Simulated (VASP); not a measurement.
A run of VASP 6.6.1 is set up as follows.

Contents of INCAR:

```
ALGO = Normal ; EDIFF = 1E-6
ENCUT = 520 ; GGA = PE
ISIF = 2 ; ISMEAR = 0
LASPH = T ; LCHARG = F
LREAL = F ; LWAVE = F
NBANDS = 12 ; NELM = 100
PREC = Accurate ; SIGMA = 0.05
```

The input KPOINTS:

```
k-points
0
Gamma
  8 8 8
```

Contents of POSCAR:

```
LiCl
1.0
    0.0000000000      2.6288790000      2.4365220000
    2.6288790000      0.0000000000      2.4365220000
    2.6288790000      2.6288790000      0.0000000000
Li Cl
1 1
Direct
    0.0000000000      0.0000000000      0.0000000000
    0.5000000000      0.5000000000      0.5000000000
```

Potentials or basis: VASP PAW PBE potentials, release 64 (Li_sv, Cl).

Run with:

```console
$ cat potpaw_PBE.64/Li_sv/POTCAR potpaw_PBE.64/Cl/POTCAR > POTCAR
$ mpirun -np 1 vasp_std > vasp.out
```

Task: What does it give for the band gap on the k mesh?

Result: 6.28 eV, direct.

Caveat: the cell differs from its parent crystal (strain +0.025 along x and y, -0.050 along z). A k mesh can miss the band edges.
